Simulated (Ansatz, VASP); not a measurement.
One calculation of BAs, two programs

The input INCAR:

```
SYSTEM = BAs
PREC = Accurate
ENCUT = 500
EDIFF = 1E-7
ISMEAR = 0
SIGMA = 0.2
LREAL = .FALSE.
LASPH = .TRUE.
NELM = 120
ALGO = Normal
ISIF = 3
LWAVE = .FALSE.
LCHARG = .FALSE.
GGA = PE
IBRION = 2
NSW = 36
EDIFFG = -0.08
GGA_COMPAT = .FALSE.
NELMIN = 4
```

KPOINTS

```
Automatic mesh
0
G
  7 7 7
  0 0 0
```

Contents of POSCAR:

```
BAs
1.0
    0.0000000000      2.3383439100      2.3383439100
    2.3383439100      0.0000000000      2.3383439100
    2.3383439100      2.3383439100      0.0000000000
B As
1 1
Direct
    0.5000000000      0.5000000000      0.5000000000
    0.0000000000      0.0000000000      0.0000000000
```

Input for Ansatz:

```yaml
crystal:
  lattice:
    - [0.0, 2.33834391, 2.33834391]
    - [2.33834391, 0.0, 2.33834391]
    - [2.33834391, 2.33834391, 0.0]
  atoms:
    - { symbol: B, position: [0.5, 0.5, 0.5] }
    - { symbol: As, position: [0.0, 0.0, 0.0] }
basis:
  ecutwfc: 420
kpoints:
  mp_grid: { grid: [7, 7, 7] }
hamiltonian:
  xc: pbe
scf:
  occupations: { method: gaussian, width: 0.2 }
  lower_state_search: "off"
output:
  forces: true
  stress: true
  eigenvalues: true
relax:
  adjacent_minimum: "off"
  f_tol: 0.08
  max_steps: 16
  cell: { stress_tol: 0.8 }
```

Change from the starting cell: species swapped into the CdO type (Fm-3m, No. 225).

Alike in both runs: task relaxation of cell and atoms; functional PBE; k mesh 7 × 7 × 7; occupations gaussian, width 0.2 eV; no spin polarisation.

```csv
,VASP,Ansatz
version,VASP 6.6.1,Ansatz 0.2.0
potentials or method,"VASP PAW PBE potentials, release 64 (B, As), cutoff 500 eV","scalar-relativistic, plane waves, PAW"
valence electrons in the cell,8,18
```

Ansatz gave:

```
gap on the k mesh at the Fermi level, each at its own relaxed structure (eV) : none
relaxed volume (Å³/atom)                                                     : 12.34
relaxed length of the cell vector where the two differ most in proportion (Å)              : 3.268
```

Task: Estimate VASP's values.

Result: gap on the k mesh at the Fermi level, each at its own relaxed structure (eV): none; relaxed volume (Å³/atom): 12.35; relaxed length of the cell vector where the two differ most in proportion (Å): 3.269.

A gap of «none» marks a metal or a gap that the smearing closes. VASP's potentials hold 8 valence electrons a cell and Ansatz's 18, so a difference there can come from the potentials and not from the codes.
